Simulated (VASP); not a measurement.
# V: single point with PBE

V:

```
V
1.0
     1.87011    1.87011    0.00000
    -1.87011    1.87011    0.00000
     0.00000    0.00000    3.74023
V
2
Direct
  0.00000 0.00000 0.00000
  0.50000 0.50000 0.50000
```

This cell differs from its parent crystal: equal strain along all axes, cell held: -2.0 %.

```yaml
Program: VASP 6.6.1
Task: single point
Functional: PBE
Potentials_or_basis: VASP PAW PBE potentials, release 64 (V_sv)
Cutoff: 520 eV
k_mesh: 16 × 16 × 12
Occupations: gaussian, width 0.1 eV
Spin: no spin polarisation
Dipole_correction: no
Further_INCAR_settings: ALGO = Fast; EDIFF = 1e-06; NBANDS = 20
```

| Quantity | Value |
| --- | --- |
| Pressure | 12.3 GPa |
| Band gap on the k mesh | zero (band 13 reaches 13.71 eV, above the bottom of band 14 at 9.34 eV) |

Levels at points of the mesh, in eV from the Fermi level:
| k point | band 9 | band 10 | band 11 | band 12 | band 13 | band 14 | band 15 | band 16 | band 17 | band 18 |
| --- | --- | --- | --- | --- | --- | --- | --- | --- | --- | --- |
| (0.00, 0.00, 0.00) | -6.98 | -3.74 | -2.85 | 0.16 | 0.16 | 0.16 | 2.05 | 2.05 | 3.30 | 3.65 |
| (0.50, 0.00, 0.00) | -2.53 | -2.53 | -1.07 | -1.07 | -0.80 | -0.80 | 1.13 | 1.13 | 1.93 | 1.93 |
| (0.50, 0.50, 0.00) | -3.74 | -3.74 | -2.85 | -2.85 | 3.30 | 3.30 | 3.65 | 3.65 | 3.65 | 3.65 |
| (0.00, 0.00, 0.50) | -4.35 | -4.35 | -1.52 | -1.52 | 0.68 | 0.68 | 1.54 | 1.54 | 1.54 | 1.54 |
| (0.50, 0.00, 0.50) | -3.51 | -3.51 | 0.02 | 0.02 | 0.02 | 0.02 | 0.96 | 0.96 | 3.32 | 3.32 |
| (0.50, 0.50, 0.50) | -2.49 | -2.49 | -1.07 | -1.07 | -1.07 | -1.07 | 1.71 | 1.71 | 3.65 | 3.65 |

Wall time 47 s on 1 thread of Intel(R) Xeon(R) 6975P-C (Granite Rapids), on a shared host, peak memory 0.23 GiB.

Caveat: the cell differs from its parent crystal (equal strain along all axes, cell held: -2.0 %).
